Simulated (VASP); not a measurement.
Write the native input for VASP 6.6.1 that does the following.

| Property | Result |
| --- | --- |
| Task | single point |
| Functional | PBEsol |
| Potentials or basis | VASP PAW PBE potentials, release 64 (Ta_pv) |
| Cutoff | 520 eV |
| k mesh | 8 × 8 × 12 |
| Occupations | fermi-dirac, width 0.08 eV |
| Spin | no spin polarisation |
| Dipole correction | no |
| Further INCAR settings | ALGO = Normal; EDIFF = 1e-06; NBANDS = 24 |

The structure of Ta lies in POSCAR:

```
Ta
1.0
    0.0000000000      3.2812985076     -3.2812985076
   -3.2812985076      0.0000000000      3.2812985076
    1.6406492538      1.6406492538      1.6406492538
Ta
3
Direct
    0.0000000000      0.0000000000      0.0000000000
    0.3333333330      0.6666666670      0.3333333330
    0.6666666670      0.3333333330      0.6666666670
```

These files were run (other wordings do the same):

INCAR

```
SYSTEM = Ta
PREC     = Accurate       ! precision mode
ENCUT    = 520            ! plane-wave cutoff, eV
EDIFF    = 1E-6           ! SCF threshold, eV
ISMEAR   = -1             ! smearing method
SIGMA    = 0.08           ! smearing width, eV
LREAL    = .False.        ! projectors in reciprocal space
LASPH    = .True.         ! aspherical terms in the spheres
NELM     = 80             ! most SCF steps
ALGO     = Normal         ! electronic algorithm
ISIF     = 2              ! what is computed and relaxed
LWAVE    = .False.        ! write WAVECAR
LCHARG   = .False.        ! write CHGCAR
GGA      = PS             ! functional
NBANDS   = 24             ! bands
```

KPOINTS

```
Automatic mesh
0
Gamma
  8 8 12
  0 0 0
```

Potentials or basis: VASP PAW PBE potentials, release 64 (Ta_pv).

Launch:

```bash
$ cat potpaw_PBE.64/Ta_pv/POTCAR > POTCAR
$ mpirun -np 1 vasp_std > vasp.out
```

It gave:

The pressure is 0.2 GPa.

Caveat: the PAW data sets were made with another functional, which shifts forces and pressure a little.

Wall time 61 s on 1 thread of Intel(R) Xeon(R) Platinum 8124M CPU @ 3.00GHz (Skylake/Cascade Lake), on a shared host, peak memory 0.24 GiB.
